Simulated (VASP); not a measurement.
Input of a VASP 6.6.1 run:

The input INCAR:

```
ALGO = Normal
EDIFF = 1E-6
EDIFFG = -0.005
ENCUT = 600
GGA = PS
IBRION = 2
ISIF = 3
ISMEAR = -1
LASPH = T
LCHARG = F
LREAL = F
LWAVE = F
NELM = 60
NSW = 80
PREC = Accurate
SIGMA = 0.02
```

The input KPOINTS:

```
k-points
0
Gamma
  6 6 4
```

Contents of POSCAR:

```
HfO2
1.0
    3.6043197357      0.0000000000      0.0000000000
    0.0000000000      3.6043197357      0.0000000000
    0.0000000000      0.0000000000      5.2636260232
Hf O
2 4
Direct
    0.5000000000      0.5000000000      0.5000000000
    0.0000000000      0.0000000000      0.0000000000
    0.0000000000      0.5000000000      0.6932841962
    0.5000000000      0.0000000000      0.8067158038
    0.5000000000      0.0000000000      0.3067158038
    0.0000000000      0.5000000000      0.1932841962
```

Potentials or basis: VASP PAW PBE potentials, release 64 (Hf_pv, O).

Launch:

```sh
$ cat potpaw_PBE.64/Hf_pv/POTCAR potpaw_PBE.64/O/POTCAR > POTCAR
$ mpirun -np 1 vasp_std > vasp.out
```

(1) What does it give for the relaxed volume?

(2) What does it give for the band gap on the k mesh?

## Answers

(1) 10.78 Å³/atom.

(2) 4.59 eV (least direct gap 4.68 eV).

Caveat: the PAW data sets were made with another functional, which shifts forces and pressure a little; spin-orbit coupling is left out, which moves the levels of the heavy elements.
